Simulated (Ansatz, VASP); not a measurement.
**One calculation of Tl2Sn2H5, two programs**

```
Tl Sn H
1.0
     2.33904    1.35045    8.60706
    -2.33904    1.35045    8.60706
     0.00000   -2.70089    8.60706
Tl Sn H
2 2 5
Direct
  0.07101 0.07101 0.07101
  0.92899 0.92899 0.92899
  0.19298 0.19298 0.19298
  0.80702 0.80702 0.80702
  0.50000 0.50000 0.00000
  0.00000 0.50000 0.50000
  0.50000 0.00000 0.50000
  0.50000 0.50000 0.50000
  0.00000 0.00000 0.00000
```

Alike in both runs: functional PBE; k mesh 3 × 3 × 3; occupations gaussian, width 0.1 eV; no spin polarisation.

Ansatz relaxed the structure, and its values are those at the end. VASP's run is a single point on that final structure, the one shown.

|  | VASP | Ansatz |
| --- | --- | --- |
| version | VASP 6.6.1 | Ansatz 0.2.0 |
| potentials or method | VASP PAW PBE potentials, release 64 (Tl_d, Sn_d, H), cutoff 520 eV | scalar-relativistic, plane waves, PAW |
| valence electrons in the cell | 59 | 59 |

```csv
,VASP,Ansatz,Ansatz less VASP
gap on the k mesh at the Fermi level (eV),none,none,-
pressure (GPa),-0.2,-0.1,+0.10
rms of the force components (eV/Å),0.003,0.004,+0.0013
```

A gap of «none» marks a metal or a gap that the smearing closes.

The k mesh is coarse, so the values compare programs but aren't converged. Neither program's run includes spin-orbit coupling.
